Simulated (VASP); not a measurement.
Write the native input for VASP 6.6.1 that does the following.

- Task: single point
- Functional: PBE
- Potentials or basis: VASP PAW PBE potentials, release 64 (Rb_sv)
- Cutoff: 520 eV
- k mesh: 8 × 8 × 8
- Occupations: fermi-dirac, width 0.3 eV
- Spin: no spin polarisation
- Dipole correction: no
- Further INCAR settings: ALGO = Normal; EDIFF = 1e-06; NBANDS = 10

The structure of Rb lies in POSCAR:

```
Rb
1.0
   -2.8359049291      2.8359049291      2.8359049291
    2.8359049291     -2.8359049291      2.8359049291
    2.8359049291      2.8359049291     -2.8359049291
Rb
1
Direct
    0.0000000000      0.0000000000      0.0000000000
```

One way to write it, as run:

INCAR

```
PREC = Accurate ; ENCUT = 520
EDIFF = 1E-6 ; ISMEAR = -1
SIGMA = 0.3 ; LREAL = False
LASPH = True ; NELM = 60
ALGO = Normal ; ISIF = 2
LWAVE = False ; LCHARG = True
GGA = PE ; LELF = True
LVHAR = True ; NBANDS = 10
```

KPOINTS

```
Automatic mesh
0
Gamma
  8 8 8
```

Potentials or basis: VASP PAW PBE potentials, release 64 (Rb_sv).

Launch:

```bash
$ cat potpaw_PBE.64/Rb_sv/POTCAR > POTCAR
$ mpirun -np 1 vasp_std > vasp.out
```

It gave:

| Item | Value |
| --- | --- |
| Pressure | 0.1 GPa |

It took 14 s on 1 thread of Intel(R) Xeon(R) Platinum 8559C (Emerald Rapids), on a shared host, peak memory 0.23 GiB.
